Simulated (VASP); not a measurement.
# SiC (P6_3mc) in VASP: notebook

SiC is run at these levels: LDA; tasks: elastic constants.

Everything below comes from runs of VASP 6.6.1. Logs are shortened: lines on timing, memory, paths and dates and some standing lists are left out, and cuts for length are marked.

## (1) The cell of the first run

It takes space group P6_3mc (No. 186, hexagonal). Conventional cell: a = 2.998 Å, b = 2.998 Å, c = 4.918 Å, α = 90.00°, β = 90.00°, γ = 120.00°. Within 2.4 Å of Si (site symmetry 3m) lie 4 C at 1.84 to 1.85 Å. Within 2.4 Å of C (site symmetry 3m) lie 4 Si at 1.84 to 1.85 Å.

## (2) Elastic constants, LDA

INCAR

```
SYSTEM = SiC
PREC     = Accurate       ! precision mode
ENCUT    = 600            ! plane-wave cutoff, eV
EDIFF    = 1E-8           ! SCF threshold, eV
ISMEAR   = 0              ! smearing method
SIGMA    = 0.01           ! smearing width, eV
LREAL    = .FALSE.        ! projectors in reciprocal space
LASPH    = .TRUE.         ! aspherical terms in the spheres
NELM     = 80             ! most SCF steps
ALGO     = Normal         ! electronic algorithm
ISIF     = 3              ! what is computed and relaxed
LWAVE    = .FALSE.        ! write WAVECAR
LCHARG   = .TRUE.         ! write CHGCAR
IBRION   = 6              ! ionic algorithm
NFREE    = 2            
POTIM    = 0.015          ! step
NSW      = 1              ! ionic steps
```

KPOINTS

```
Automatic mesh
0
G
  8 8 6
  0 0 0
```

POSCAR

```
SiC
1.0
    2.9981874674      0.0000000000      0.0000000000
   -1.4990937337      2.5965065120      0.0000000000
    0.0000000000      0.0000000000      4.9177031311
Si C
2 2
Direct
    0.3333333333      0.6666666667      0.0046098365
    0.6666666667      0.3333333333      0.5046098365
    0.3333333333      0.6666666667      0.3803901635
    0.6666666667      0.3333333333      0.8803901635
```

Potentials or basis: VASP PAW LDA potentials, release 64 (Si, C).

The run is started by

```
$ cat potpaw_LDA.64/Si/POTCAR potpaw_LDA.64/C/POTCAR > POTCAR
$ mpirun -np 1 vasp_std > vasp.out
```

OUTCAR:

```text
SYSTEM = SiC
   PREC = Accurate
   ENCUT = 600
   EDIFF = 1E-8
   ISMEAR = 0
   LREAL = .FALSE.
   LASPH = .TRUE.
   NELM = 80
   ISIF = 3
   IBRION = 6
   NFREE = 2
   POTIM = 0.015
   NSW = 1

 ion  position               nearest neighbor table
   1  0.333  0.667  0.005-   4 1.84   4 1.84   4 1.84   3 1.85   2 3.01   2 3.01   2 3.01   2 3.01
                             2 3.01   2 3.01
   2  0.667  0.333  0.505-   3 1.84   3 1.84   3 1.84   4 1.85   1 3.01   1 3.01   1 3.01   1 3.01
                             1 3.01   1 3.01
   3  0.333  0.667  0.380-   2 1.84   2 1.84   2 1.84   1 1.85
   4  0.667  0.333  0.880-   1 1.84   1 1.84   1 1.84   2 1.85

  LATTYP: Found a hexagonal cell.
 ALAT       =     2.9981874674
 C/A-ratio  =     1.6402253643

  Lattice vectors:

 A1 = (   2.9981874674,   0.0000000000,   0.0000000000)
 A2 = (  -1.4990937337,   2.5965065120,   0.0000000000)
 A3 = (   0.0000000000,   0.0000000000,   4.9177031311)

Analysis of symmetry for initial positions (statically):
=====================================================================
 Subroutine PRICEL returns:
 Original cell was already a primitive cell.

 Routine SETGRP: Setting up the symmetry group for a
 hexagonal supercell.

 Subroutine GETGRP returns: Found 12 space group operations
 (whereof  6 operations were pure point group operations)
 out of a pool of 24 trial point group operations.

The static configuration has the point symmetry C_3v.
 The point group associated with its full space group is C_6v.

Analysis of symmetry for dynamics (positions and initial velocities):
=====================================================================
 Subroutine PRICEL returns:
 Original cell was already a primitive cell.

 Routine SETGRP: Setting up the symmetry group for a
 hexagonal supercell.

 Subroutine GETGRP returns: Found 12 space group operations
 (whereof  6 operations were pure point group operations)
 out of a pool of 24 trial point group operations.

The dynamic configuration has the point symmetry C_3v.
 The point group associated with its full space group is C_6v.

 Subroutine INISYM returns: Found 12 space group operations
 (whereof  6 operations are pure point group operations),
 and found     1 'primitive' translations

----------------------------------------------------------------------------------------

                                     Primitive cell

  volume of cell :      38.2834

  direct lattice vectors                    reciprocal lattice vectors
     2.998187467  0.000000000  0.000000000     0.333534848  0.192566434  0.000000000
    -1.499093734  2.596506512  0.000000000     0.000000000  0.385132868  0.000000000
     0.000000000  0.000000000  4.917703131     0.000000000  0.000000000  0.203346964

  length of vectors
     2.998187467  2.998187467  4.917703131     0.385132868  0.385132868  0.203346964

  position of ions in fractional coordinates (direct lattice)
     0.333333333  0.666666667  0.004609837
     0.666666667  0.333333333  0.504609837
     0.333333333  0.666666667  0.380390164
     0.666666667  0.333333333  0.880390164

  ion indices of the primitive-cell ions
   primitive index   ion index
                 1           1
                 2           2
                 3           3
                 4           4

[... 129 lines left out ...]
  Total        3.6499577      3.6499577      3.6557625      0.0000000      0.0000000      0.0000000
  in kB      152.7523504    152.7523504    152.9952871      0.0000000      0.0000000      0.0000000
  external PRESSURE =     152.8333293 kB  Pullay stress =       0.0000000 kB
[... 95 lines left out ...]
  FREE ENERGIE OF THE ION-ELECTRON SYSTEM (eV)
  ---------------------------------------------------
  free  energy   TOTEN  =       -33.0959772286 eV

  energy  without entropy=      -33.0959772286  energy(sigma->0) =      -33.09597723

[... ionic steps 4 to 18 ...]

--------------------------------------- Ionic step       19  -------------------------------------------

 number of electron      15.9999998 magnetization

------------------------ aborting loop because EDIFF is reached ----------------------------------------
[... 71 lines left out ...]
--------------------------------------- Ionic step       21  -------------------------------------------

 number of electron      15.9999999 magnetization

 Free energy of the ion-electron system (eV)
  ---------------------------------------------------
  ext. energy  EPLUGINS =         0.00000000
  ---------------------------------------------------
  free energy    TOTEN  =       -33.16627158 eV

  energy without entropy =      -33.16627158  energy(sigma->0) =      -33.16627158

 E-fermi :   9.2325     XC(G=0): -11.8834

 val. band max:        9.1465505001   @ k =   0.0000   0.0000   0.0000
 cond. band min:      11.3850551329   @ k =   0.3750   0.2500   0.0000
 fundamental gap:      2.2385046328
 Fermi energy:         9.2324814908

 k-point     1 :       0.0000    0.0000    0.0000
  band No.  band energies     occupation
      1      -6.9810      2.00000
      2      -3.0495      2.00000
      3      -0.0699      2.00000
      4       7.7871      2.00000
      5       7.7871      2.00000
      6       8.9670      2.00000
      7       9.1466      2.00000
      8       9.1466      2.00000
      9      14.5486      0.00000
     10      16.1482      0.00000
     11      16.1482      0.00000
     12      16.1525      0.00000
[... 331 lines left out ...]
 k-point    24 :       0.3750    0.0000    0.3333
  band No.  band energies     occupation
      1      -3.9872      2.00000
      2      -2.5518      2.00000
      3       1.2792      2.00000
      4       2.6267      2.00000
      5       4.8979      2.00000
      6       6.3016      2.00000
      7       7.2534      2.00000
      8       7.3737      2.00000
      9      12.3586      0.00000
     10      13.1907      0.00000
     11      15.1582      0.00000
     12      16.7867      0.00000

 [... further k-points ...]

------------------------ aborting loop because EDIFF is reached ----------------------------------------

  FORCE on cell =-STRESS in cart. coord.  units (eV):
  Direction    XX          YY          ZZ          XY          YZ          ZX
  --------------------------------------------------------------------------------------
  -------------------------------------------------------------------------------------
  Total        3.5421934      3.5421934      3.8804648     -0.0000000     -0.0000000      0.0000000
  in kB      148.2423700    148.2423699    162.3991759     -0.0000000     -0.0000000      0.0000000
  external PRESSURE =     152.9613053 kB  Pullay stress =       0.0000000 kB
[... 19 lines left out ...]
  FREE ENERGIE OF THE ION-ELECTRON SYSTEM (eV)
  ---------------------------------------------------
  free  energy   TOTEN  =       -33.1662715758 eV

  energy  without entropy=      -33.1662715758  energy(sigma->0) =      -33.16627158

 INTERNAL STRAIN TENSORS FROM STRAINED CELLS
 ============================================

 INTERNAL STRAIN TENSOR FOR ION    1 for displacements in x,y,z  (eV/Angst):
          X           Y           Z          XY          YZ          ZX
  --------------------------------------------------------------------------------
  x     0.00000     0.00000     0.00000   -11.16774     0.00000    -8.04359
  y   -11.19467    11.21444     0.00000    -0.00001    -8.03100    -0.00001
  z    -7.31193    -7.31964    14.27426    -0.00092    -0.00697    -0.00002

 INTERNAL STRAIN TENSORS FROM DISPLACED ATOMS
 ============================================

 INTERNAL STRAIN TENSOR FOR ION    1 for displacements in x,y,z  (eV/Angst):
          X           Y           Z          XY          YZ          ZX
  --------------------------------------------------------------------------------
  x    -0.00000     0.00000     0.00000   -11.17497     0.00000    -8.04434
  y   -11.17497    11.17497     0.00000     0.00000    -8.04434     0.00000
  z    -7.29472    -7.29472    14.21098     0.00000     0.00000     0.00000

 INTERNAL STRAIN TENSOR FOR ION    4 for displacements in x,y,z  (eV/Angst):
          X           Y           Z          XY          YZ          ZX
  --------------------------------------------------------------------------------
  x     0.00000     0.00000     0.00000    12.93843     0.00000     8.04322
  y    12.93843   -12.93843     0.00000    -0.00000     8.04322     0.00000
  z     7.29604     7.29604   -14.21290    -0.00000     0.00000     0.00000

 Eigenvectors and eigenvalues of the dynamical matrix
 ----------------------------------------------------

   1 f  =   26.994454 THz   169.611155 2PiTHz  900.438055 cm-1   111.640040 meV
             X         Y         Z           dx          dy          dz
     -0.000000  1.731004  0.022670    -0.000000   -0.000000    0.043102
      1.499094  0.865502  2.481521    -0.000000   -0.000000   -0.043102
     -0.000000  1.731004  1.870646     0.000000    0.000000   -0.705792
      1.499094  0.865502  4.329497     0.000000    0.000000    0.705792
[... 71 lines left out ...]
  12 f/i=    0.001487 THz     0.009340 2PiTHz    0.049586 cm-1     0.006148 meV
             X         Y         Z           dx          dy          dz
     -0.000000  1.731004  0.022670    -0.000000   -0.000000    0.591772
      1.499094  0.865502  2.481521    -0.000000   -0.000000    0.591772
     -0.000000  1.731004  1.870646    -0.000000   -0.000000    0.387047
      1.499094  0.865502  4.329497    -0.000000   -0.000000    0.387047

--------------------------------------------------------------------------------------------------------

 ELASTIC MODULI CONTR FROM IONIC RELAXATION (kBar)
 Direction    XX          YY          ZZ          XY          YZ          ZX
 --------------------------------------------------------------------------------
 XX        -826.5598    402.7281    412.8277     -0.0000     -0.0000      0.0000
 YY         402.7281   -826.5598    412.8277     -0.0000      0.0000     -0.0000
 ZZ         412.8277    412.8277   -804.2189      0.0000      0.0000      0.0000
 XY          -0.0000     -0.0000      0.0000   -614.6440      0.0000     -0.0000
 YZ          -0.0000      0.0000      0.0000      0.0000   -238.9974      0.0000
 ZX           0.0000     -0.0000      0.0000     -0.0000      0.0000   -238.9975
 --------------------------------------------------------------------------------

 TOTAL ELASTIC MODULI (kBar)
 Direction    XX          YY          ZZ          XY          YZ          ZX
 --------------------------------------------------------------------------------
 XX        5797.0550   1529.8091    857.6360     -0.0000     -0.0000      0.0000
 YY        1529.8091   5797.0550    857.6360     -0.0000      0.0000     -0.0000
 ZZ         857.6360    857.6360   6309.3082      0.0000      0.0000      0.0000
 XY          -0.0000     -0.0000      0.0000   2133.6230      0.0000     -0.0000
 YZ          -0.0000      0.0000      0.0000      0.0000   1586.1652      0.0000
 ZX           0.0000     -0.0000      0.0000     -0.0000      0.0000   1586.1652
 --------------------------------------------------------------------------------
```

Run time: 3.2 min. Hardware: 1 thread of Intel Xeon 6975P-C (Granite Rapids), shared host; peak memory 0.31 GiB.

Results:

* Voigt bulk modulus: 271 GPa
* Highest phonon frequency at Γ, LO-TO splitting left out: 900 cm⁻¹

Phonon frequencies in cm⁻¹ (negative: imaginary):
```
              q point                                frequencies
(0.000, 0.000, 0.000)  0 0 0 255 255 630 824 829 829 856 856 900
```

Elastic tensor in Voigt notation (GPa, in the Cartesian axes of the cell as first typed):
```
580 153  86   0   0   0
153 580  86   0   0   0
 86  86 631   0   0   0
  0   0   0 159   0   0
  0   0   0   0 159   0
  0   0   0   0   0 213
```

Clamped-ion elastic tensor (GPa):
```
662 113  44   0   0   0
113 662  44   0   0   0
 44  44 711   0   0   0
  0   0   0 183   0   0
  0   0   0   0 183   0
  0   0   0   0   0 275
```

Caveat: the cell is under stress, which shifts elastic constants.

## (3) Elastic constants, LDA

This run uses another cell than the first one, of 9.75 Å³/atom, 1.018 times its volume.

INCAR

```
SYSTEM = SiC
  ALGO = Normal
  EDIFF = 1E-8
  ENCUT = 600
  IBRION = 6
  ISIF = 3
  ISMEAR = 0
  LASPH = .TRUE.
  LCHARG = .FALSE.
  LREAL = .FALSE.
  LWAVE = .FALSE.
  NELM = 80
  NFREE = 2
  NSW = 1
  POTIM = 0.015
  PREC = Accurate
  SIGMA = 0.01
```

KPOINTS

```
k-points
0
G
  8 8 6
  0 0 0
```

POSCAR

```
SiC
1.0
    3.0161093081      0.0000000000      0.0000000000
   -1.5080546541      2.6120272814      0.0000000000
    0.0000000000      0.0000000000      4.9478888581
Si C
2 2
Direct
    0.3333333333      0.6666666667      0.0046057186
    0.6666666667      0.3333333333      0.5046057186
    0.3333333333      0.6666666667      0.3803942814
    0.6666666667      0.3333333333      0.8803942814
```

Potentials or basis: VASP PAW LDA potentials, release 64 (Si, C).

The run is started by

```
$ cat potpaw_LDA.64/Si/POTCAR potpaw_LDA.64/C/POTCAR > POTCAR
$ mpirun -np 1 vasp_std > vasp.out
```

Wall time 3.4 min (1 thread of Intel Xeon 6975P-C (Granite Rapids), shared host); peak memory 0.3 GiB.

Results (log left out):

```yaml
Voigt_bulk_modulus: 258 GPa
Highest_phonon_frequency_at_Γ_LO-TO_splitting_left_out: 882 cm⁻¹
```

Phonon frequencies in cm⁻¹ (negative: imaginary):
```csv
q point,frequencies
"(0.000, 0.000, 0.000)",0 0 0 256 256 620 808 810 810 839 839 882
```

Elastic tensor in Voigt notation (GPa, in the Cartesian axes of the cell as first typed):
```
562 140  76   0   0   0
140 562  76   0   0   0
 76  76 611   0   0   0
  0   0   0 158   0   0
  0   0   0   0 158   0
  0   0   0   0   0 211
```

Clamped-ion elastic tensor (GPa):
```
634 105  41   0   0   0
105 634  41   0   0   0
 41  41 679   0   0   0
  0   0   0 179   0   0
  0   0   0   0 179   0
  0   0   0   0   0 264
```

Caveat: the cell is under stress, which shifts elastic constants.
